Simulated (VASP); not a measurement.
Crystal: Na.

```
CELL_PARAMETERS angstrom
0.00000 2.69500 2.69500
2.69500 0.00000 2.69500
2.69500 2.69500 0.00000
ATOMIC_POSITIONS crystal
Na 0.00000 0.00000 0.00000
```

This isn't the form of Na at room conditions, which is bcc.

| Quantity | Value |
| --- | --- |
| Program | VASP 6.6.1 |
| Task | relaxation of cell and atoms |
| Functional | LDA |
| Potentials or basis | VASP PAW LDA potentials, release 64 (Na_pv) |
| Cutoff | 500 eV |
| k mesh | 6 × 6 × 6 |
| Occupations | methfessel-paxton, width 0.05 eV |
| Spin | no spin polarisation |

At the start: pressure -1.1 GPa; volume 39.15 Å³/atom.

Question: How do energy, volume and symmetry change on relaxing?

Answer: Over 3 steps the energy falls by 21.4 meV/atom and the volume is 33.45 Å³/atom (-14.6 %); space group Fm-3m (No. 225, to 0.1 Å) before and after.

The path:
```tsv
step	energy change (eV)	largest force (eV/Å)	pressure (GPa)	volume (Å³)
1	0.0000	0.0000	-1.08	39.15
2	-0.0090	0.0000	-0.89	37.67
3	-0.0214	0.0000	0.01	33.45
```

Final structure:
```
Na
1.0
     0.00000    2.55733    2.55733
     2.55733    0.00000    2.55733
     2.55733    2.55733    0.00000
Na
1
Direct
  0.00000 0.00000 0.00000
```
